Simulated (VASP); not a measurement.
# KI in VASP: notebook

Runs on KI. Level: PBE. Tasks: single point.

Program: VASP 6.6.1. These are calculated values, not measurements. Logs are shortened: lines on timing, memory, paths and dates and some standing lists are left out, and cuts for length are marked.

## Step 1: The cell of the first run

Symmetry: Fm-3m, No. 225, cubic system. Conventional cell: a = 6.805 Å, b = 6.805 Å, c = 6.805 Å, α = 90.00°, β = 90.00°, γ = 90.00°. K (site symmetry m-3m) has 6 I at 3.40 Å within 4.5 Å. I (site symmetry m-3m) has 6 K at 3.40 Å within 4.5 Å.

## Step 2: Single point, PBE (strain -4.0%)

INCAR

```
SYSTEM = KI
PREC = Accurate
ENCUT = 520
EDIFF = 1E-6
ISMEAR = 0
SIGMA = 0.01
LREAL = .FALSE.
LASPH = .TRUE.
NELM = 100
ALGO = Normal
ISIF = 2
LWAVE = .FALSE.
LCHARG = .FALSE.
GGA = PE
NBANDS = 15
```

KPOINTS

```
Automatic mesh
0
G
  4 4 4
  0 0 0
```

POSCAR

```
KI
1.0
    0.0000000000      3.4025128477      3.4025128477
    3.4025128477      0.0000000000      3.4025128477
    3.4025128477      3.4025128477      0.0000000000
K I
1 1
Direct
    0.0000000000      0.0000000000      0.0000000000
    0.5000000000      0.5000000000      0.5000000000
```

Potentials or basis: VASP PAW PBE potentials, release 64 (K_sv, I).

Command:

```
$ cat potpaw_PBE.64/K_sv/POTCAR potpaw_PBE.64/I/POTCAR > POTCAR
$ mpirun -np 1 vasp_std > vasp.out
```

OUTCAR:

```text
SYSTEM = KI
   PREC = Accurate
   ENCUT = 520
   EDIFF = 1E-6
   ISMEAR = 0
   LREAL = .FALSE.
   LASPH = .TRUE.
   NELM = 100
   ISIF = 2
   GGA = PE

 ion  position               nearest neighbor table
   1  0.000  0.000  0.000-   2 3.40   2 3.40   2 3.40   2 3.40   2 3.40   2 3.40
   2  0.500  0.500  0.500-   1 3.40   1 3.40   1 3.40   1 3.40   1 3.40   1 3.40

  LATTYP: Found a face centered cubic cell.
 ALAT       =     6.8050256954

  Lattice vectors:

 A1 = (   0.0000000000,   3.4025128477,   3.4025128477)
 A2 = (   3.4025128477,   0.0000000000,   3.4025128477)
 A3 = (   3.4025128477,   3.4025128477,   0.0000000000)

Analysis of symmetry for initial positions (statically):
=====================================================================
 Subroutine PRICEL returns:
 Original cell was already a primitive cell.

 Routine SETGRP: Setting up the symmetry group for a
 face centered cubic supercell.

 Subroutine GETGRP returns: Found 48 space group operations
 (whereof 48 operations were pure point group operations)
 out of a pool of 48 trial point group operations.

The static configuration has the point symmetry O_h .

Analysis of symmetry for dynamics (positions and initial velocities):
=====================================================================
 Subroutine PRICEL returns:
 Original cell was already a primitive cell.

 Routine SETGRP: Setting up the symmetry group for a
 face centered cubic supercell.

 Subroutine GETGRP returns: Found 48 space group operations
 (whereof 48 operations were pure point group operations)
 out of a pool of 48 trial point group operations.

The dynamic configuration has the point symmetry O_h .

 Subroutine INISYM returns: Found 48 space group operations
 (whereof 48 operations are pure point group operations),
 and found     1 'primitive' translations

----------------------------------------------------------------------------------------

                                     Primitive cell

  volume of cell :      78.7824

  direct lattice vectors                    reciprocal lattice vectors
     0.000000000  3.402512848  3.402512848    -0.146950217  0.146950217  0.146950217
     3.402512848  0.000000000  3.402512848     0.146950217 -0.146950217  0.146950217
     3.402512848  3.402512848  0.000000000     0.146950217  0.146950217 -0.146950217

  length of vectors
     4.811879815  4.811879815  4.811879815     0.254525241  0.254525241  0.254525241

  position of ions in fractional coordinates (direct lattice)
     0.000000000  0.000000000  0.000000000
     0.500000000  0.500000000  0.500000000

  ion indices of the primitive-cell ions
   primitive index   ion index
                 1           1
                 2           2

----------------------------------------------------------------------------------------

 KPOINTS: Automatic mesh

Automatic generation of k-mesh.
 Grid dimensions read from file:
 generate k-points for:    4    4    4

 Generating k-lattice:

  Cartesian coordinates                     Fractional coordinates (reciprocal lattice)
    -0.036737554  0.036737554  0.036737554     0.250000000  0.000000000  0.000000000
     0.036737554 -0.036737554  0.036737554     0.000000000  0.250000000  0.000000000
     0.036737554  0.036737554 -0.036737554     0.000000000  0.000000000  0.250000000

  Length of vectors
     0.063631310  0.063631310  0.063631310

  Shift w.r.t. Gamma in fractional coordinates (k-lattice)
     0.000000000  0.000000000  0.000000000

 Subroutine IBZKPT returns following result:
 ===========================================

 Found      8 irreducible k-points:

 Following reciprocal coordinates:
            Coordinates               Weight
  0.000000  0.000000  0.000000      1.000000
  0.250000  0.000000  0.000000      8.000000
  0.500000  0.000000  0.000000      4.000000
  0.250000  0.250000  0.000000      6.000000
  0.500000  0.250000  0.000000     24.000000
 -0.250000  0.250000  0.000000     12.000000
  0.500000  0.500000  0.000000      3.000000
 -0.250000  0.500000  0.250000      6.000000
   k-points           NKPTS =      8   k-points in BZ     NKDIM =      8   number of bands    NBANDS=     15
   number of dos      NEDOS =    301   number of ions     NIONS =      2
   total plane-waves  NPLWV =  46656
   dimension x,y,z NGX =    36 NGY =   36 NGZ =   36
   dimension x,y,z NGXF=    72 NGYF=   72 NGZF=   72
   ions per type =               1   1
   NGX,Y,Z   is equivalent  to a cutoff of  12.44, 12.44, 12.44 a.u.
   NGXF,Y,Z  is equivalent  to a cutoff of  24.88, 24.88, 24.88 a.u.
 SYSTEM =  KI
   PREC   = accura    normal or accurate (medium, high low for compatibility)
   ISTART =      0    job   : 0-new  1-cont  2-samecut
   ICHARG =      2    charge: 1-file 2-atom 10-const
   ISPIN  =      1    spin polarized calculation?
   LNONCOLLINEAR =      F non collinear calculations
   LSORBIT =      F    spin-orbit coupling
   LASPH  =      T    aspherical Exc in radial PAW
   ENCUT  =  520.0 eV  38.22 Ry    6.18 a.u.   8.95  8.95  8.95*2*pi/ulx,y,z
   NELM   =    100;   NELMIN=  2; NELMDL= -5     # of ELM steps
   EDIFF  = 0.1E-05   stopping-criterion for ELM
   LREAL  =      F    real-space projection
   EDIFFG = 0.1E-04   stopping-criterion for IOM
   NSW    =      0    number of steps for IOM
   IBRION =     -1    ionic relax: 0-MD 1-quasi-New 2-CG
   NFREE  =      0    steps in history (QN), initial steepest desc. (CG)
   ISIF   =      2    stress and relaxation
   ISYM   =      2    0-nonsym 1-usesym 2-fastsym
   POTIM  = 0.5000    time-step for ionic-motion
   TEBEG  =    0.0;   TEEND  =   0.0 temperature during run
   PSTRESS=    0.0 pullay stress
   NELECT =      16.0000    total number of electrons
   NUPDOWN=      -1.0000    fix difference up-down
   EMIN   =  10.00;   EMAX   =-10.00  energy-range for DOS
   EFERMI =   0.00;   METHOD = LEGACY
   ISMEAR =     0;   SIGMA  =   0.01  broadening in eV -4-tet -1-fermi 0-gaus
   EFERMI_NEDOS =   21; number of points for ismear=-14 and -15
   IALGO  =     38    algorithm
   IMIX   =      4    mixing-type and parameters
     AMIX     =   0.40;   BMIX     =  1.00
     AMIX_MAG =   1.60;   BMIX_MAG =  1.00
  volume/ion in A,a.u.               =      39.39       265.83
  Fermi-wavevector in a.u.,A,eV,Ry     =   0.962288  1.818461 12.598969  0.925998
  Thomas-Fermi vector in A             =   2.091734
   LORBIT       =      0    0 simple, 1 ext, 2 COOP (PROOUT), +10 PAW based schemes
   GGA     = PE    functional components
   LHFCALC =     F    Hartree Fock is set to
   AEXX    =    0.0000 exact exchange contribution
   IVDW    =     0    specifies the selected vdW correction
   LEPSILON=     F    determine dielectric tensor
   LRPA    =     F    only Hartree local field effects (RPA)
 non-spin polarized calculation
 Gauss-broadening in eV      SIGMA  =   0.01
  energy-cutoff  :      520.00
  volume of cell :       78.78
 maximum number of plane-waves:      2148
   NGX = 17   NGY = 17   NGZ = 17

 number of electron      16.0000003 magnetization

 Free energy of the ion-electron system (eV)
  ---------------------------------------------------
  ext. energy  EPLUGINS =         0.00000000
  ---------------------------------------------------
  free energy    TOTEN  =        -5.46634906 eV

  energy without entropy =       -5.46634906  energy(sigma->0) =       -5.46634906

 E-fermi :   0.3648     XC(G=0):  -7.6292

 val. band max:        0.2200019609   @ k =   0.0000   0.0000   0.0000
 cond. band min:       4.4650482493   @ k =   0.0000   0.0000   0.0000
 fundamental gap:      4.2450462884
 Fermi energy:         0.3647962236

 k-point     1 :       0.0000    0.0000    0.0000
  band No.  band energies     occupation
      1     -28.1094      2.00000
      2     -11.6131      2.00000
      3     -11.6131      2.00000
      4     -11.6131      2.00000
      5     -10.4728      2.00000
      6       0.2200      2.00000
      7       0.2200      2.00000
      8       0.2200      2.00000
      9       4.4650      0.00000
     10       6.6438      0.00000
     11       6.6438      0.00000
     12       6.6438      0.00000
     13       7.4409      0.00000
     14       7.4409      0.00000
     15      10.1107      0.00000

 k-point     2 :       0.2500    0.0000    0.0000
  band No.  band energies     occupation
      1     -28.1074      2.00000
      2     -11.7701      2.00000
      3     -11.6146      2.00000
      4     -11.6146      2.00000
      5     -10.2239      2.00000
      6      -0.7049      2.00000
      7      -0.0153      2.00000
      8      -0.0153      2.00000
      9       5.5451      0.00000
     10       6.9261      0.00000
     11       7.3267      0.00000
     12       7.3267      0.00000
     13       8.2836      0.00000
     14       8.2836      0.00000
     15      10.9901      0.00000

 k-point     3 :       0.5000    0.0000    0.0000
  band No.  band energies     occupation
      1     -28.1054      2.00000
      2     -11.8895      2.00000
      3     -11.6160      2.00000
      4     -11.6160      2.00000
      5     -10.0070      2.00000
      6      -1.3808      2.00000
      7      -0.2239      2.00000
      8      -0.2239      2.00000
      9       5.8487      0.00000
     10       8.2200      0.00000
     11       8.5897      0.00000
     12       8.5897      0.00000
     13       9.0979      0.00000
     14       9.0979      0.00000
     15      10.2864      0.00000
[... 55 lines left out ...]
 k-point     7 :       0.5000    0.5000    0.0000
  band No.  band energies     occupation
      1     -28.1042      2.00000
      2     -11.6881      2.00000
      3     -11.6431      2.00000
      4     -11.6431      2.00000
      5     -10.2743      2.00000
      6      -0.9603      2.00000
      7      -0.2134      2.00000
      8      -0.2134      2.00000
      9       4.9388      0.00000
     10       6.2506      0.00000
     11       8.4152      0.00000
     12       9.2996      0.00000
     13       9.6054      0.00000
     14      10.0926      0.00000
     15      10.0926      0.00000

 k-point     8 :      -0.2500    0.5000    0.2500
  band No.  band energies     occupation
      1     -28.1041      2.00000
      2     -11.7129      2.00000
      3     -11.6654      2.00000
      4     -11.6654      2.00000
      5     -10.1599      2.00000
      6      -0.6511      2.00000
      7      -0.6511      2.00000
      8      -0.5271      2.00000
      9       6.7128      0.00000
     10       6.7128      0.00000
     11       7.1396      0.00000
     12       8.8470      0.00000
     13       9.3466      0.00000
     14      10.1290      0.00000
     15      10.7489      0.00000

------------------------ aborting loop because EDIFF is reached ----------------------------------------

  FORCE on cell =-STRESS in cart. coord.  units (eV):
  Direction    XX          YY          ZZ          XY          YZ          ZX
  --------------------------------------------------------------------------------------
  -------------------------------------------------------------------------------------
  Total        1.2778436      1.2778436      1.2778436      0.0000000      0.0000000     -0.0000000
  in kB       25.9871687     25.9871687     25.9871687      0.0000000      0.0000000     -0.0000000
  external PRESSURE =      25.9871687 kB  Pullay stress =       0.0000000 kB

 VOLUME and BASIS-vectors are now :
 -----------------------------------------------------------------------------
  energy-cutoff  :      520.00
  volume of cell :       78.78
      direct lattice vectors                 reciprocal lattice vectors
     0.000000000  3.402512848  3.402512848    -0.146950217  0.146950217  0.146950217
     3.402512848  0.000000000  3.402512848     0.146950217 -0.146950217  0.146950217
     3.402512848  3.402512848  0.000000000     0.146950217  0.146950217 -0.146950217

 POSITION                                       TOTAL-FORCE (eV/Angst)
 -----------------------------------------------------------------------------------
      0.00000      0.00000      0.00000         0.000000      0.000000     -0.000000
      3.40251      3.40251      3.40251        -0.000000     -0.000000      0.000000
 -----------------------------------------------------------------------------------
    total drift:                                0.000000      0.000000      0.000000

  FREE ENERGIE OF THE ION-ELECTRON SYSTEM (eV)
  ---------------------------------------------------
  free  energy   TOTEN  =        -5.4663490593 eV

  energy  without entropy=       -5.4663490593  energy(sigma->0) =       -5.46634906
```

Wall time 9.4 s (1 thread of Intel Xeon Platinum 8259CL at 2.50GHz (Skylake/Cascade Lake), shared host); peak memory 0.2 GiB.

What came out:

| Item | Value |
| --- | --- |
| Free energy | -5.4663 eV |
| Pressure | 2.6 GPa |
| Band gap on the k mesh | 4.25 eV, direct |

Levels at points of the mesh, in eV from the valence-band top:
| k point | band 4 | band 5 | band 6 | band 7 | band 8 | band 9 | band 10 | band 11 | band 12 | band 13 |
| --- | --- | --- | --- | --- | --- | --- | --- | --- | --- | --- |
| (0.00, 0.00, 0.00) | -11.83 | -10.69 | 0.00 | 0.00 | 0.00 | 4.25 | 6.42 | 6.42 | 6.42 | 7.22 |
| (0.50, 0.00, 0.00) | -11.84 | -10.23 | -1.60 | -0.44 | -0.44 | 5.63 | 8.00 | 8.37 | 8.37 | 8.88 |
| (0.50, 0.50, 0.00) | -11.86 | -10.49 | -1.18 | -0.43 | -0.43 | 4.72 | 6.03 | 8.20 | 9.08 | 9.39 |

Caveat: the cell differs from its parent crystal (strain -4.0%); spin-orbit coupling is left out, which moves the levels of the heavy elements.

## Step 3: Single point, PBE

This run uses another cell than the first one, of 44.52 Å³/atom, 1.130 times its volume.

INCAR

```
ALGO = Normal
EDIFF = 1E-7
ENCUT = 520
GGA = PE
ISIF = 2
ISMEAR = 0
LASPH = T
LCHARG = F
LREAL = F
LWAVE = F
NBANDS = 15
NELM = 80
PREC = Accurate
SIGMA = 0.01
```

KPOINTS

```
k-points
0
Gamma
  4 4 4
```

POSCAR

```
KI
1.0
    0.0000000000      3.5442842164      3.5442842164
    3.5442842164      0.0000000000      3.5442842164
    3.5442842164      3.5442842164      0.0000000000
K I
1 1
Direct
    0.0000000000      0.0000000000      0.0000000000
    0.5000000000      0.5000000000      0.5000000000
```

Potentials or basis: VASP PAW PBE potentials, release 64 (K_sv, I).

Command:

```
$ cat potpaw_PBE.64/K_sv/POTCAR potpaw_PBE.64/I/POTCAR > POTCAR
$ mpirun -np 1 vasp_std > vasp.out
```

Run time: 16 s. Hardware: 1 thread of Intel Xeon Platinum 8259CL at 2.50GHz (Skylake/Cascade Lake), shared host; peak memory 0.23 GiB.

The run converged. Its results:

```
Free energy            : -5.5586 eV
Pressure               : 0.5 GPa
Band gap on the k mesh : 3.94 eV, direct
```

Levels at points of the mesh, in eV from the valence-band top:
```tsv
k point	band 6	band 7	band 8	band 9	band 10	band 11
(0.00, 0.00, 0.00)	0.00	0.00	0.00	3.94	6.50	6.50
(0.50, 0.00, 0.00)	-1.30	-0.33	-0.33	5.51	7.68	8.12
(0.50, 0.50, 0.00)	-0.98	-0.36	-0.36	4.95	5.74	8.08
```

Caveat: spin-orbit coupling is left out, which moves the levels of the heavy elements.

## Step 4: Single point, PBE (epitaxial xy strain -1.5%)

INCAR

```
SYSTEM = KI
PREC = Accurate
ENCUT = 520
EDIFF = 1E-7
ISMEAR = 0
SIGMA = 0.01
LREAL = .FALSE.
LASPH = .TRUE.
NELM = 60
ALGO = Normal
ISIF = 2
LWAVE = .FALSE.
LCHARG = .FALSE.
GGA = PE
NBANDS = 15
```

KPOINTS

```
Automatic mesh
0
G
  4 4 4
  0 0 0
```

POSCAR

```
KI
1.0
    0.0000000000      3.4911199532      3.5584596515
    3.4911199532      0.0000000000      3.5584596515
    3.4911199532      3.4911199532      0.0000000000
K I
1 1
Direct
    0.0000000000      0.0000000000      0.0000000000
    0.5000000000      0.5000000000      0.5000000000
```

Command:

```
$ cat potpaw_PBE.64/K_sv/POTCAR potpaw_PBE.64/I/POTCAR > POTCAR
$ mpirun -np 1 vasp_std > vasp.out
```

Wall time 22 s (1 thread of Intel Xeon Platinum 8259CL at 2.50GHz (Skylake/Cascade Lake), shared host); peak memory 0.23 GiB.

The run converged. Its results:

```yaml
Free_energy: -5.5469 eV
Pressure: 0.9 GPa
Band_gap_on_the_k_mesh: 4.00 eV, direct
```

Stress tensor (GPa, compression positive):
```
1.04 0.00 0.00
0.00 1.04 0.00
0.00 0.00 0.50
```

Levels at points of the mesh, in eV from the valence-band top:
| k point | band 4 | band 5 | band 6 | band 7 | band 8 | band 9 | band 10 | band 11 | band 12 | band 13 |
| --- | --- | --- | --- | --- | --- | --- | --- | --- | --- | --- |
| (0.00, 0.00, 0.00) | -11.97 | -10.53 | -0.01 | 0.00 | 0.00 | 4.00 | 6.41 | 6.53 | 6.53 | 7.18 |
| (0.50, 0.00, 0.00) | -11.97 | -10.23 | -1.36 | -0.36 | -0.35 | 5.54 | 7.75 | 8.10 | 8.25 | 8.73 |
| (0.50, 0.50, 0.00) | -11.99 | -10.38 | -1.04 | -0.36 | -0.36 | 4.92 | 5.80 | 8.08 | 8.76 | 8.84 |
| (0.50, 0.00, 0.50) | -11.98 | -10.38 | -1.02 | -0.40 | -0.38 | 4.90 | 5.80 | 8.12 | 8.77 | 8.91 |

Caveat: the cell differs from its parent crystal (epitaxial xy strain -1.5%); spin-orbit coupling is left out, which moves the levels of the heavy elements.

## Step 5: The runs side by side

```tsv
cell	gap on the mesh (eV)	pressure (GPa)
a = 4.812 Å, angles 60.0°, 2 atoms	4.25	2.6
a = 5.012 Å, angles 60.0°, 2 atoms	3.94	0.5
a = 4.985, b = 4.985, c = 4.937 Å, angles 60.3, 60.3, 59.4°, 2 atoms	4.00	0.9
```

Alike in all rows: task single point; level PBE; potentials or basis VASP PAW PBE potentials, release 64 (K_sv, I); no spin polarisation; k mesh 4 × 4 × 4; cutoff (eV) 520; smearing gaussian 0.01 eV.

Caveats: spin-orbit coupling is left out, which moves the levels of the heavy elements.

Total energies depend on the potentials used, so only differences within one code and one set of settings carry meaning.
